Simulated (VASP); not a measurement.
# ZrN (Fm-3m) in VASP: a series of runs

The runs below take ZrN through electric field gradients, with PBE.

Program: VASP 6.6.1. These are calculated values, not measurements. Logs are shortened: lines on timing, memory, paths and dates and some standing lists are left out, and cuts for length are marked.

## 1. The cell of the first run

It takes space group Fm-3m (No. 225, cubic). Conventional cell: a = 4.522 Å, b = 4.522 Å, c = 4.522 Å, α = 90.00°, β = 90.00°, γ = 90.00°. Zr (site symmetry m-3m) has 6 N at 2.26 Å within 3.0 Å. Within 3.0 Å of N (site symmetry m-3m) lie 6 Zr at 2.26 Å.

## 2. Electric field gradients, PBE (11.56 Å³/atom)

INCAR

```
PREC = Accurate ; ENCUT = 520
EDIFF = 1E-8 ; ISMEAR = -1
SIGMA = 0.01 ; LREAL = False
LASPH = True ; NELM = 120
ALGO = Normal ; ISIF = 2
LWAVE = False ; LCHARG = False
GGA = PE ; LEFG = True
NBANDS = 16 ; GGA_COMPAT = False
```

KPOINTS

```
Automatic mesh
0
Gamma
  9 9 9
```

POSCAR

```
ZrN
1.0
    0.0000000000      2.2611553921      2.2611553921
    2.2611553921      0.0000000000      2.2611553921
    2.2611553921      2.2611553921      0.0000000000
Zr N
1 1
Direct
    0.0000000000      0.0000000000      0.0000000000
    0.5000000000      0.5000000000      0.5000000000
```

Potentials or basis: VASP PAW PBE potentials, release 64 (Zr_sv, N).

Started as:

```sh
cat potpaw_PBE.64/Zr_sv/POTCAR potpaw_PBE.64/N/POTCAR > POTCAR
mpirun -np 1 vasp_std > vasp.out
```

OUTCAR:

```text
PREC = Accurate
   ENCUT = 520
   EDIFF = 1E-8
   ISMEAR = -1
   LREAL = False
   LASPH = True
   NELM = 120
   ISIF = 2
   GGA = PE

 ion  position               nearest neighbor table
   1  0.000  0.000  0.000-   2 2.26   2 2.26   2 2.26   2 2.26   2 2.26   2 2.26
   2  0.500  0.500  0.500-   1 2.26   1 2.26   1 2.26   1 2.26   1 2.26   1 2.26

  LATTYP: Found a face centered cubic cell.
 ALAT       =     4.5223107842

  Lattice vectors:

 A1 = (   0.0000000000,   2.2611553921,   2.2611553921)
 A2 = (   2.2611553921,   0.0000000000,   2.2611553921)
 A3 = (   2.2611553921,   2.2611553921,   0.0000000000)

Analysis of symmetry for initial positions (statically):
=====================================================================
 Subroutine PRICEL returns:
 Original cell was already a primitive cell.

 Routine SETGRP: Setting up the symmetry group for a
 face centered cubic supercell.

 Subroutine GETGRP returns: Found 48 space group operations
 (whereof 48 operations were pure point group operations)
 out of a pool of 48 trial point group operations.

The static configuration has the point symmetry O_h .

Analysis of symmetry for dynamics (positions and initial velocities):
=====================================================================
 Subroutine PRICEL returns:
 Original cell was already a primitive cell.

 Routine SETGRP: Setting up the symmetry group for a
 face centered cubic supercell.

 Subroutine GETGRP returns: Found 48 space group operations
 (whereof 48 operations were pure point group operations)
 out of a pool of 48 trial point group operations.

The dynamic configuration has the point symmetry O_h .

 Subroutine INISYM returns: Found 48 space group operations
 (whereof 48 operations are pure point group operations),
 and found     1 'primitive' translations

----------------------------------------------------------------------------------------

                                     Primitive cell

  volume of cell :      23.1218

  direct lattice vectors                    reciprocal lattice vectors
     0.000000000  2.261155392  2.261155392    -0.221125891  0.221125891  0.221125891
     2.261155392  0.000000000  2.261155392     0.221125891 -0.221125891  0.221125891
     2.261155392  2.261155392  0.000000000     0.221125891  0.221125891 -0.221125891

  length of vectors
[... 114 lines left out ...]
  energy-cutoff  :      520.00
  volume of cell :       23.12
 maximum number of plane-waves:       634
   NGX = 11   NGY = 11   NGZ = 11

 number of electron      17.0000000 magnetization

 Free energy of the ion-electron system (eV)
  ---------------------------------------------------
  ext. energy  EPLUGINS =         0.00000000
  ---------------------------------------------------
  free energy    TOTEN  =       -20.32583601 eV

  energy without entropy =      -20.32483426  energy(sigma->0) =      -20.32533514

 E-fermi :  12.4827     XC(G=0): -12.7220

 val. band max:       12.4636935628   @ k =   0.1111   0.0000   0.0000
 cond. band min:      12.4900209353   @ k =   0.4444   0.2222   0.1111
 fundamental gap:      0.0263273725
 Fermi energy:        12.4827012897

 k-point     1 :       0.0000    0.0000    0.0000
  band No.  band energies     occupation
      1     -36.9696      2.00000
      2     -14.5451      2.00000
      3     -14.5451      2.00000
      4     -14.5451      2.00000
      5      -3.9422      2.00000
      6       9.7906      2.00000
[... 433 lines left out ...]
      3     -14.9427      2.00000
      4     -14.9427      2.00000
      5      -3.3960      2.00000
      6       7.7594      2.00000
[... 8 lines left out ...]
     15      23.5576      0.00000
     16      28.7166      0.00000

 [... further k-points ...]
[... 5 lines left out ...]
  --------------------------------------------------------------------------------------
  -------------------------------------------------------------------------------------
  Total        1.9406225      1.9406225      1.9406225     -0.0000000      0.0000000     -0.0000000
  in kB      134.4715563    134.4715563    134.4715563     -0.0000000      0.0000000     -0.0000000
  external PRESSURE =     134.4715563 kB  Pullay stress =       0.0000000 kB

 VOLUME and BASIS-vectors are now :
 -----------------------------------------------------------------------------
  energy-cutoff  :      520.00
  volume of cell :       23.12
      direct lattice vectors                 reciprocal lattice vectors
     0.000000000  2.261155392  2.261155392    -0.221125891  0.221125891  0.221125891
     2.261155392  0.000000000  2.261155392     0.221125891 -0.221125891  0.221125891
     2.261155392  2.261155392  0.000000000     0.221125891  0.221125891 -0.221125891

 POSITION                                       TOTAL-FORCE (eV/Angst)
 -----------------------------------------------------------------------------------
      0.00000      0.00000      0.00000         0.000000     -0.000000      0.000000
      2.26116      2.26116      2.26116        -0.000000      0.000000     -0.000000
 -----------------------------------------------------------------------------------
    total drift:                                0.000000     -0.000000     -0.000000

  FREE ENERGIE OF THE ION-ELECTRON SYSTEM (eV)
  ---------------------------------------------------
  free  energy   TOTEN  =       -20.3258360105 eV

  energy  without entropy=      -20.3248342642  energy(sigma->0) =      -20.32533514

 Electric field gradients (V/A^2)
---------------------------------------------------------------------
 ion       V_xx      V_yy      V_zz      V_xy      V_xz      V_yz
---------------------------------------------------------------------
   1      -0.000    -0.000    -0.000    -0.000    -0.000    -0.000
   2      -0.000    -0.000     0.000     0.001     0.001     0.001
---------------------------------------------------------------------

 Electric field gradients after diagonalization (V/A^2)
 (convention: |V_zz| > |V_xx| > |V_yy|)
----------------------------------------------------------------------
 ion       V_xx      V_yy      V_zz     asymmetry (V_yy - V_xx)/ V_zz
----------------------------------------------------------------------
   1       0.000     0.000    -0.000       0.000
   2      -0.001    -0.001     0.002       0.000
----------------------------------------------------------------------

           NMR quadrupolar parameters

 Cq : quadrupolar parameter    Cq=e*Q*V_zz/h
 eta: asymmetry parameters     (V_yy - V_xx)/ V_zz
 Q  : nuclear electric quadrupole moment in mb (millibarn)
----------------------------------------------------------------------
 ion       Cq(MHz)       eta       Q (mb)
----------------------------------------------------------------------
   1      -0.000       0.000       1.000
   2       0.000       0.000       1.000
----------------------------------------------------------------------
```

stdout:

```text
POSCAR found type information on POSCAR ZrN
 POSCAR found :  2 types and       2 ions
 scaLAPACK will be used
 LDA part: xc-table for (Slater+PW92), standard interpolation
 POSCAR, INCAR and KPOINTS ok, starting setup
 FFT: planning ... GRIDC
 FFT: planning ... GRID_SOFT
 FFT: planning ... GRID
 WAVECAR not read
 entering main loop
ion   1

ion   2
```

Run time: 6.1 s. Hardware: 1 thread of Intel Xeon 6975P-C (Granite Rapids), shared host; peak memory 0.14 GiB.

What came out:

* Free energy: -20.3258 eV
* Pressure: 13.4 GPa
* Band gap on the k mesh: zero (an odd number of electrons rules out a gap without spin polarisation)
* Largest electric field gradient by atom: zero within the noise of the run

Levels at points of the mesh, in eV from the Fermi level:
| k point | band 6 | band 7 | band 8 | band 9 | band 10 | band 11 | band 12 | band 13 |
| --- | --- | --- | --- | --- | --- | --- | --- | --- |
| (0.00, 0.00, 0.00) | -2.69 | -2.69 | -2.69 | -0.39 | -0.39 | -0.39 | 1.71 | 1.71 |

Caveat: the cell stands under pressure.

## 3. Electric field gradients, PBE (12.40 Å³/atom)

This run uses another cell than the first one, of 12.40 Å³/atom.

INCAR

```
SYSTEM = ZrN
PREC = Accurate
ENCUT = 520
EDIFF = 1E-8
ISMEAR = -1
SIGMA = 0.01
LREAL = .FALSE.
LASPH = .TRUE.
NELM = 120
ALGO = Normal
ISIF = 2
LWAVE = .FALSE.
LCHARG = .FALSE.
GGA = PE
LEFG = .TRUE.
NBANDS = 16
GGA_COMPAT = .FALSE.
```

KPOINTS

```
Automatic mesh
0
G
  9 9 9
  0 0 0
```

POSCAR

```
ZrN
1.0
    0.0000000000      2.3142891050      2.3142891050
    2.3142891050      0.0000000000      2.3142891050
    2.3142891050      2.3142891050      0.0000000000
Zr N
1 1
Direct
    0.0000000000      0.0000000000      0.0000000000
    0.5000000000      0.5000000000      0.5000000000
```

Potentials or basis: VASP PAW PBE potentials, release 64 (Zr_sv, N).

Started as:

```sh
cat potpaw_PBE.64/Zr_sv/POTCAR potpaw_PBE.64/N/POTCAR > POTCAR
mpirun -np 1 vasp_std > vasp.out
```

OUTCAR:

```text
SYSTEM = ZrN
   PREC = Accurate
   ENCUT = 520
   EDIFF = 1E-8
   ISMEAR = -1
   LREAL = .FALSE.
   LASPH = .TRUE.
   NELM = 120
   ISIF = 2
   GGA = PE

 ion  position               nearest neighbor table
   1  0.000  0.000  0.000-   2 2.31   2 2.31   2 2.31   2 2.31   2 2.31   2 2.31
   2  0.500  0.500  0.500-   1 2.31   1 2.31   1 2.31   1 2.31   1 2.31   1 2.31

  LATTYP: Found a face centered cubic cell.
 ALAT       =     4.6285782100

  Lattice vectors:

 A1 = (   0.0000000000,   2.3142891050,   2.3142891050)
 A2 = (   2.3142891050,   0.0000000000,   2.3142891050)
 A3 = (   2.3142891050,   2.3142891050,   0.0000000000)

Analysis of symmetry for initial positions (statically):
=====================================================================
 Subroutine PRICEL returns:
 Original cell was already a primitive cell.

 Routine SETGRP: Setting up the symmetry group for a
 face centered cubic supercell.

[... 644 lines left out ...]
      direct lattice vectors                 reciprocal lattice vectors
     0.000000000  2.314289105  2.314289105    -0.216049066  0.216049066  0.216049066
     2.314289105  0.000000000  2.314289105     0.216049066 -0.216049066  0.216049066
     2.314289105  2.314289105  0.000000000     0.216049066  0.216049066 -0.216049066

 POSITION                                       TOTAL-FORCE (eV/Angst)
 -----------------------------------------------------------------------------------
      0.00000      0.00000      0.00000         0.000000      0.000000      0.000000
      2.31429      2.31429      2.31429        -0.000000     -0.000000      0.000000
 -----------------------------------------------------------------------------------
    total drift:                                0.000000     -0.000000     -0.000000

  FREE ENERGIE OF THE ION-ELECTRON SYSTEM (eV)
  ---------------------------------------------------
  free  energy   TOTEN  =       -20.3654990312 eV

  energy  without entropy=      -20.3645309676  energy(sigma->0) =      -20.36501500

 Electric field gradients (V/A^2)
---------------------------------------------------------------------
 ion       V_xx      V_yy      V_zz      V_xy      V_xz      V_yz
---------------------------------------------------------------------
   1       0.000    -0.000     0.000    -0.000    -0.000    -0.000
   2      -0.000    -0.000     0.000     0.001     0.001     0.001
---------------------------------------------------------------------

 Electric field gradients after diagonalization (V/A^2)
 (convention: |V_zz| > |V_xx| > |V_yy|)
----------------------------------------------------------------------
 ion       V_xx      V_yy      V_zz     asymmetry (V_yy - V_xx)/ V_zz
----------------------------------------------------------------------
   1       0.000     0.000    -0.000       0.000
   2      -0.001    -0.001     0.003       0.000
----------------------------------------------------------------------

           NMR quadrupolar parameters

 Cq : quadrupolar parameter    Cq=e*Q*V_zz/h
 eta: asymmetry parameters     (V_yy - V_xx)/ V_zz
 Q  : nuclear electric quadrupole moment in mb (millibarn)
----------------------------------------------------------------------
 ion       Cq(MHz)       eta       Q (mb)
----------------------------------------------------------------------
   1      -0.000       0.000       1.000
   2       0.000       0.000       1.000
----------------------------------------------------------------------
```

OSZICAR:

```text
N       E                     dE             d eps       ncg     rms          rms(c)
DAV:   1     0.114207566783E+03    0.11421E+03   -0.91578E+03  1120   0.105E+03
DAV:   2    -0.191757169562E+02   -0.13338E+03   -0.12613E+03  1464   0.299E+02
DAV:   3    -0.237801837845E+02   -0.46045E+01   -0.45772E+01  1584   0.518E+01
DAV:   4    -0.238514423094E+02   -0.71259E-01   -0.71246E-01  1432   0.574E+00
DAV:   5    -0.238530688657E+02   -0.16266E-02   -0.16265E-02  1528   0.589E-01    0.205E+01
DAV:   6    -0.205527238849E+02    0.33003E+01   -0.73789E+00  1280   0.251E+01    0.788E+00
DAV:   7    -0.203981307765E+02    0.15459E+00   -0.53209E-01  1320   0.659E+00    0.628E+00
DAV:   8    -0.203800987659E+02    0.18032E-01   -0.23909E-01  1392   0.442E+00    0.340E+00
DAV:   9    -0.203660391261E+02    0.14060E-01   -0.52009E-02  1216   0.219E+00    0.115E+00
DAV:  10    -0.203655323037E+02    0.50682E-03   -0.31164E-03  1392   0.597E-01    0.131E-01
DAV:  11    -0.203655087765E+02    0.23527E-04   -0.12089E-04  1368   0.856E-02    0.931E-02
DAV:  12    -0.203654997238E+02    0.90527E-05   -0.17869E-05  1304   0.361E-02    0.429E-03
DAV:  13    -0.203654991431E+02    0.58069E-06   -0.36452E-07  1392   0.678E-03    0.361E-03
DAV:  14    -0.203654990027E+02    0.14043E-06   -0.22833E-08  1512   0.107E-03    0.794E-04
DAV:  15    -0.203654990368E+02   -0.34095E-07   -0.34265E-09   800   0.596E-04    0.179E-04
DAV:  16    -0.203654990312E+02    0.55388E-08   -0.91191E-10   704   0.216E-04
   1 F= -.20365499E+02 E0= -.20365015E+02  d E =-.968064E-03
```

Wall time 6 s (1 thread of Intel Xeon 6975P-C (Granite Rapids), shared host); peak memory 0.14 GiB.

Results:

```
Free energy                             : -20.3655 eV
Pressure                                : -5.0 GPa
Band gap on the k mesh                  : zero (an odd number of electrons rules out a gap without spin polarisation)
Largest electric field gradient by atom : zero within the noise of the run
```

Caveat: the cell stands under tension.

[end of part 1 of 3]
